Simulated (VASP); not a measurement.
# NiO (Fm-3m) in VASP: notebook

Runs on NiO. Level: PBEsol+U. Tasks: electric field gradients.

Everything below comes from runs of VASP 6.6.1. Logs are shortened: lines on timing, memory, paths and dates and some standing lists are left out, and cuts for length are marked.

## Step 1: The cell of the first run

The structure is cubic, space group Fm-3m (No. 225). The conventional cell has a = 4.172 Å, b = 4.172 Å, c = 4.172 Å, α = 90.00°, β = 90.00°, γ = 90.00°. Ni (site symmetry m-3m) has 6 O at 2.09 Å within 2.8 Å. Within 2.8 Å of O (site symmetry m-3m) lie 6 Ni at 2.09 Å.

## Step 2: Electric field gradients, PBEsol+U, collinear spin, ferromagnetic start

The input, INCAR:

```
PREC = Accurate
ENCUT = 520
EDIFF = 1E-8
ISMEAR = -1
SIGMA = 0.02
LREAL = False
LASPH = True
NELM = 200
ALGO = Normal
ISIF = 2
LWAVE = False
LCHARG = False
ISPIN = 2
MAGMOM = 2 2 2 2 2 2 2 2 0 0 0 0 0 0 0 0
LORBIT = 11
LMAXMIX = 4
LDAU = True
LDAUTYPE = 2
LDAUL = 2 -1
LDAUU = 6.2 0
LDAUJ = 0 0
LDAUPRINT = 1
GGA = PS
LEFG = True
NBANDS = 82
GGA_COMPAT = False
```

The input, KPOINTS:

```
regular mesh
0
Gamma
  3 3 3
```

The input, POSCAR:

```
NiO
1.0
    0.0000000000      4.1718032828      4.1718032828
    4.1718032828      0.0000000000      4.1718032828
    4.1718032828      4.1718032828      0.0000000000
Ni O
8 8
Direct
    0.0000000000      0.0000000000      0.0000000000
    0.0000000000      0.0000000000      0.5000000000
    0.0000000000      0.5000000000      0.0000000000
    0.0000000000      0.5000000000      0.5000000000
    0.5000000000      0.0000000000      0.0000000000
    0.5000000000      0.0000000000      0.5000000000
    0.5000000000      0.5000000000      0.0000000000
    0.5000000000      0.5000000000      0.5000000000
    0.2500000000      0.2500000000      0.2500000000
    0.2500000000      0.2500000000      0.7500000000
    0.2500000000      0.7500000000      0.2500000000
    0.2500000000      0.7500000000      0.7500000000
    0.7500000000      0.2500000000      0.2500000000
    0.7500000000      0.2500000000      0.7500000000
    0.7500000000      0.7500000000      0.2500000000
    0.7500000000      0.7500000000      0.7500000000
```

Potentials or basis: VASP PAW PBE potentials, release 64 (Ni, O).

Command:

```
$ cat potpaw_PBE.64/Ni/POTCAR potpaw_PBE.64/O/POTCAR > POTCAR
$ mpirun -np 1 vasp_std > vasp.out
```

OUTCAR:

```text
PREC = Accurate
   ENCUT = 520
   EDIFF = 1E-8
   ISMEAR = -1
   LREAL = False
   LASPH = True
   NELM = 200
   ISIF = 2
   ISPIN = 2
   LORBIT = 11
   GGA = PS

 ion  position               nearest neighbor table
   1  0.000  0.000  0.000-  10 2.09  11 2.09  12 2.09  13 2.09  14 2.09  15 2.09   2 2.95   3 2.95
                             5 2.95   2 2.95   4 2.95   6 2.95   3 2.95   4 2.95   7 2.95   5 2.95
   2  0.000  0.000  0.500-   9 2.09  11 2.09  12 2.09  13 2.09  14 2.09  16 2.09   1 2.95   4 2.95
                             6 2.95   1 2.95   3 2.95   5 2.95   3 2.95   4 2.95   8 2.95   5 2.95
   3  0.000  0.500  0.000-   9 2.09  10 2.09  12 2.09  13 2.09  15 2.09  16 2.09   1 2.95   4 2.95
                             7 2.95   2 2.95   4 2.95   8 2.95   1 2.95   2 2.95   5 2.95   5 2.95
   4  0.000  0.500  0.500-   9 2.09  10 2.09  11 2.09  14 2.09  15 2.09  16 2.09   2 2.95   3 2.95
                             8 2.95   1 2.95   3 2.95   7 2.95   1 2.95   2 2.95   6 2.95   6 2.95
   5  0.500  0.000  0.000-   9 2.09  10 2.09  11 2.09  14 2.09  15 2.09  16 2.09   1 2.95   6 2.95
                             7 2.95   2 2.95   6 2.95   8 2.95   3 2.95   7 2.95   8 2.95   1 2.95
   6  0.500  0.000  0.500-   9 2.09  10 2.09  12 2.09  13 2.09  15 2.09  16 2.09   2 2.95   5 2.95
                             8 2.95   1 2.95   5 2.95   7 2.95   4 2.95   7 2.95   8 2.95   1 2.95
   7  0.500  0.500  0.000-   9 2.09  11 2.09  12 2.09  13 2.09  14 2.09  16 2.09   3 2.95   5 2.95
                             8 2.95   4 2.95   6 2.95   8 2.95   1 2.95   5 2.95   6 2.95   1 2.95
   8  0.500  0.500  0.500-  10 2.09  11 2.09  12 2.09  13 2.09  14 2.09  15 2.09   4 2.95   6 2.95
                             7 2.95   3 2.95   5 2.95   7 2.95   2 2.95   5 2.95   6 2.95   2 2.95
   9  0.250  0.250  0.250-   2 2.09   3 2.09   4 2.09   5 2.09   6 2.09   7 2.09
[... 13 lines left out ...]
 A1 = (   0.0000000000,   4.1718032828,   4.1718032828)
 A2 = (   4.1718032828,   0.0000000000,   4.1718032828)
 A3 = (   4.1718032828,   4.1718032828,   0.0000000000)

Analysis of symmetry for initial positions (statically):
=====================================================================
 Subroutine PRICEL returns following result:

  LATTYP: Found a face centered cubic cell.
 ALAT       =     4.1718032828
[... 12 lines left out ...]
 Subroutine GETGRP returns: Found 48 space group operations
 (whereof 48 operations were pure point group operations)
 out of a pool of 48 trial point group operations.

The static configuration has the point symmetry O_h .

Analysis of symmetry for dynamics (positions and initial velocities):
=====================================================================
 Subroutine PRICEL returns following result:

  LATTYP: Found a face centered cubic cell.
 ALAT       =     4.1718032828
[... 12 lines left out ...]
 Subroutine GETGRP returns: Found 48 space group operations
 (whereof 48 operations were pure point group operations)
 out of a pool of 48 trial point group operations.

The dynamic configuration has the point symmetry O_h .

Analysis of structural, dynamic, and magnetic symmetry:
=====================================================================
 Subroutine PRICEL returns following result:

  LATTYP: Found a face centered cubic cell.
 ALAT       =     4.1718032828
[... 12 lines left out ...]
 Subroutine GETGRP returns: Found 48 space group operations
 (whereof 48 operations were pure point group operations)
 out of a pool of 48 trial point group operations.

The overall configuration has the point symmetry O_h .

 Subroutine INISYM returns: Found 48 space group operations
 (whereof 48 operations are pure point group operations),
 and found     8 'primitive' translations

----------------------------------------------------------------------------------------

                                     Primitive cell

  volume of cell :      18.1515

  direct lattice vectors                    reciprocal lattice vectors
     0.000000000  2.085901641  2.085901641    -0.239704495  0.239704495  0.239704495
     2.085901641  0.000000000  2.085901641     0.239704495 -0.239704495  0.239704495
     2.085901641  2.085901641  0.000000000     0.239704495  0.239704495 -0.239704495

  length of vectors
     2.949910391  2.949910391  2.949910391     0.415180364  0.415180364  0.415180364

  position of ions in fractional coordinates (direct lattice)
     0.000000000  0.000000000  0.000000000
     0.500000000  0.500000000  0.500000000

  ion indices of the primitive-cell ions
   primitive index   ion index
                 1           1
                 2           9

----------------------------------------------------------------------------------------

 KPOINTS: regular mesh

Automatic generation of k-mesh.
 Grid dimensions read from file:
 generate k-points for:    3    3    3
[... 346 lines left out ...]
  o =  1.0394  v =  0.0000 -0.0000 -0.0020  0.0000  1.0000  0.0000  0.0000  0.0000  0.0000  0.0000      0.0000  0.0000  0.0000  0.0000  0.0000  0.0000  0.0000  0.0000  0.0000  0.0000
  o =  1.0394  v =  0.0000  0.0000 -1.0000  0.0000 -0.0020  0.0000  0.0000  0.0000  0.0000  0.0000      0.0000  0.0000  0.0000  0.0000  0.0000  0.0000  0.0000  0.0000  0.0000  0.0000

 number of electron     128.0000008 magnetization      16.0000002

 Free energy of the ion-electron system (eV)
  ---------------------------------------------------
  ext. energy  EPLUGINS =         0.00000000
  ---------------------------------------------------
  free energy    TOTEN  =       -87.83947533 eV

  energy without entropy =      -87.83947533  energy(sigma->0) =      -87.83947533

 E-fermi :   7.1750     XC(G=0): -12.9301

 val. band max:        6.7035570373   @ k =   0.0000   0.0000   0.0000
 cond. band min:       8.9918663634   @ k =   0.0000   0.0000   0.0000
 fundamental gap:      2.2883093262
 Fermi energy:         7.1750196617

 spin component 1

 k-point     1 :       0.0000    0.0000    0.0000
  band No.  band energies     occupation
      1     -12.1914      1.00000
      2     -10.9717      1.00000
      3     -10.9717      1.00000
      4     -10.9716      1.00000
      5     -10.6991      1.00000
      6     -10.6991      1.00000
[... 305 lines left out ...]
     75      13.4436      0.00000
     76      15.0530      0.00000
 Fermi energy:         7.1750196617

 spin component 2

 k-point     1 :       0.0000    0.0000    0.0000
  band No.  band energies     occupation
      1     -11.8610      1.00000
      2     -10.3494      1.00000
      3     -10.3494      1.00000
      4     -10.3494      1.00000
      5     -10.3494      1.00000
      6     -10.1300      1.00000
[... 305 lines left out ...]
     75      14.1802      0.00000
     76      15.6766      0.00000
 [bands above 76 left out]

------------------------ aborting loop because EDIFF is reached ----------------------------------------

  FORCE on cell =-STRESS in cart. coord.  units (eV):
  Direction    XX          YY          ZZ          XY          YZ          ZX
  --------------------------------------------------------------------------------------
  -------------------------------------------------------------------------------------
  Total       -6.2089243     -6.2089243     -6.2089243      0.0000000      0.0000000     -0.0000000
  in kB      -68.5055079    -68.5055079    -68.5055079      0.0000000      0.0000000     -0.0000000
  external PRESSURE =     -68.5055079 kB  Pullay stress =       0.0000000 kB

 VOLUME and BASIS-vectors are now :
 -----------------------------------------------------------------------------
  energy-cutoff  :      520.00
  volume of cell :      145.21
      direct lattice vectors                 reciprocal lattice vectors
     0.000000000  4.171803283  4.171803283    -0.119852248  0.119852248  0.119852248
     4.171803283  0.000000000  4.171803283     0.119852248 -0.119852248  0.119852248
     4.171803283  4.171803283  0.000000000     0.119852248  0.119852248 -0.119852248

 POSITION                                       TOTAL-FORCE (eV/Angst)
 -----------------------------------------------------------------------------------
      0.00000      0.00000      0.00000        -0.000000     -0.000000     -0.000000
      2.08590      2.08590      0.00000         0.000000      0.000000      0.000000
      2.08590      0.00000      2.08590        -0.000000      0.000000     -0.000000
      4.17180      2.08590      2.08590         0.000000     -0.000000      0.000000
      0.00000      2.08590      2.08590        -0.000000     -0.000000      0.000000
      2.08590      4.17180      2.08590         0.000000     -0.000000     -0.000000
[... 8 lines left out ...]
      4.17180      4.17180      6.25770         0.000000      0.000000      0.000000
      6.25770      6.25770      6.25770        -0.000000     -0.000000     -0.000000
 -----------------------------------------------------------------------------------
    total drift:                                0.000000      0.000000      0.000000

  FREE ENERGIE OF THE ION-ELECTRON SYSTEM (eV)
  ---------------------------------------------------
  free  energy   TOTEN  =       -87.8394753281 eV

  energy  without entropy=      -87.8394753281  energy(sigma->0) =      -87.83947533

 Electric field gradients (V/A^2)
---------------------------------------------------------------------
 ion       V_xx      V_yy      V_zz      V_xy      V_xz      V_yz
---------------------------------------------------------------------
   1      -0.000    -0.000     0.000    -0.002    -0.002    -0.002
   2      -0.000     0.000     0.000    -0.002    -0.002    -0.002
   3       0.000    -0.000     0.000    -0.002    -0.002    -0.002
   4       0.000    -0.000     0.000    -0.002    -0.002    -0.002
   5      -0.000    -0.000     0.000    -0.002    -0.002    -0.002
   6       0.000    -0.000     0.000    -0.002    -0.002    -0.002
[... 8 lines left out ...]
  15      -0.000     0.000    -0.000    -0.002    -0.002    -0.002
  16       0.000     0.000    -0.000    -0.002    -0.002    -0.002
---------------------------------------------------------------------

 Electric field gradients after diagonalization (V/A^2)
 (convention: |V_zz| > |V_xx| > |V_yy|)
----------------------------------------------------------------------
 ion       V_xx      V_yy      V_zz     asymmetry (V_yy - V_xx)/ V_zz
----------------------------------------------------------------------
   1       0.002     0.002    -0.004       0.000
   2       0.002     0.002    -0.004       0.000
   3       0.002     0.002    -0.004       0.000
   4       0.002     0.002    -0.004       0.000
   5       0.002     0.002    -0.004       0.000
   6       0.002     0.002    -0.004       0.000
[... 8 lines left out ...]
  15       0.002     0.002    -0.003       0.000
  16       0.002     0.002    -0.003       0.000
----------------------------------------------------------------------

           NMR quadrupolar parameters

 Cq : quadrupolar parameter    Cq=e*Q*V_zz/h
 eta: asymmetry parameters     (V_yy - V_xx)/ V_zz
 Q  : nuclear electric quadrupole moment in mb (millibarn)
----------------------------------------------------------------------
 ion       Cq(MHz)       eta       Q (mb)
----------------------------------------------------------------------
   1      -0.000       0.000       1.000
   2      -0.000       0.000       1.000
   3      -0.000       0.000       1.000
   4      -0.000       0.000       1.000
   5      -0.000       0.000       1.000
   6      -0.000       0.000       1.000
[... 8 lines left out ...]
  15      -0.000       0.000       1.000
  16      -0.000       0.000       1.000
----------------------------------------------------------------------

 total charge

# of ion       s       p       d       tot
------------------------------------------
    1        0.349   0.434   8.239   9.023
    2        0.349   0.434   8.239   9.023
    3        0.349   0.434   8.239   9.023
    4        0.349   0.434   8.239   9.023
    5        0.349   0.434   8.239   9.023
    6        0.349   0.434   8.239   9.023
[... 8 lines left out ...]
   15        1.541   3.460   0.000   5.002
   16        1.541   3.460   0.000   5.002
--------------------------------------------------
tot         15.126  31.159  65.914 112.199

 magnetization (x)

# of ion       s       p       d       tot
------------------------------------------
    1        0.011   0.013   1.788   1.812
    2        0.011   0.013   1.788   1.812
    3        0.011   0.013   1.788   1.812
    4        0.011   0.013   1.788   1.812
    5        0.011   0.013   1.788   1.812
    6        0.011   0.013   1.788   1.812
[... 8 lines left out ...]
   15        0.018   0.163   0.000   0.181
   16        0.018   0.163   0.000   0.181
--------------------------------------------------
tot          0.235   1.412  14.302  15.950
```

It took 2.9 min on 1 thread of Intel Xeon Platinum 8559C (Emerald Rapids), shared host; peak memory 0.42 GiB.

Results:

```
Free energy                                           : -87.8395 eV
Pressure                                              : -6.9 GPa
Band gap on the k mesh                                : 2.29 eV
Net moment                                            : 16.00 μB per cell
Site moments                                          : Ni +1.81; O +0.18 μB
Largest electric field gradient by atom               : under 0.05 V/Å² on every atom
Valence electrons inside the program's atomic spheres : Ni 9.02; O 5.00
```

Eigenvalues of the final occupation matrices:
| site | spin | trace | eigenvalues |
| --- | --- | --- | --- |
| site 1 d | 1 | 5.03 | 0.98 0.98 0.98 1.04 1.04 |
| site 1 d | 2 | 3.24 | 0.15 0.15 0.98 0.98 0.98 |
| site 2 d | 1 | 5.03 | 0.98 0.98 0.98 1.04 1.04 |
| site 2 d | 2 | 3.24 | 0.15 0.15 0.98 0.98 0.98 |
| site 3 d | 1 | 5.03 | 0.98 0.98 0.98 1.04 1.04 |
| site 3 d | 2 | 3.24 | 0.15 0.15 0.98 0.98 0.98 |
| site 4 d | 1 | 5.03 | 0.98 0.98 0.98 1.04 1.04 |
| site 4 d | 2 | 3.24 | 0.15 0.15 0.98 0.98 0.98 |
| site 5 d | 1 | 5.03 | 0.98 0.98 0.98 1.04 1.04 |
| site 5 d | 2 | 3.24 | 0.15 0.15 0.98 0.98 0.98 |
| site 6 d | 1 | 5.03 | 0.98 0.98 0.98 1.04 1.04 |
| site 6 d | 2 | 3.24 | 0.15 0.15 0.98 0.98 0.98 |

Caveat: the k points lie up to 0.43 Å⁻¹ apart; the PAW data sets were made with another functional, which shifts forces and pressure a little; an odd mesh through Γ misses points on the zone boundary, where band edges can lie.

(Continued in part 2 of 2.)
